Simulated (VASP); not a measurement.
Runs of VASP 6.6.1 on GdN. The structure is that of space group P-6m2 (No. 187), or close to it. The cells are those of the table. 

| task | cell | cutoff (eV) | gap on the mesh (eV) | pressure (GPa) | moment (μB) |
| --- | --- | --- | --- | --- | --- |
| single point | a = 3.304, b = 3.304, c = 3.014 Å, angles 90.0, 90.0, 120.0°, 2 atoms | 520 | none | 6.6 | 7.00 |
| relaxation of shape and atoms at fixed volume | relaxed from a = 3.306, b = 3.306, c = 3.011 Å, angles 90.0, 90.0, 120.0°, 2 atoms | 600 | none | 6.6 | 7.00 |
| single point | a = 3.377, b = 3.377, c = 3.067 Å, angles 90.0, 90.0, 120.0°, 2 atoms | 520 | none | -2.6 | 7.00 |
| single point | a = 3.400, b = 3.400, c = 3.084 Å, angles 90.0, 90.0, 120.0°, 2 atoms | 520 | none | -5.1 | 7.00 |
| single point | a = 3.329, b = 3.329, c = 3.032 Å, angles 90.0, 90.0, 120.0°, 2 atoms | 520 | none | (a) | 7.00 |

Alike in all rows: level PBEsol; potentials or basis VASP PAW PBE potentials, release 64 (Gd, N); spin collinear, ferromagnetic start; k mesh 10 × 10 × 10; smearing gaussian 0.05 eV.

Problem. Fill in the values left out.

Solution. (a) 3.3.

Caveats: the PAW data sets were made with another functional, which shifts forces and pressure a little; spin-orbit coupling is left out, which moves the levels of the heavy elements; a cell with one magnetic atom can't hold antiferromagnetic order, which such compounds often take; semilocal functionals describe open f shells poorly, which spoils levels, moments and volumes; the cell stands under pressure (at least some runs); the cell stands under tension (at least some runs).

A k mesh can miss the band edges, and the runs leave out spin-orbit coupling on Gd.

A gap of «none» marks levels without a gap at the run's occupations.
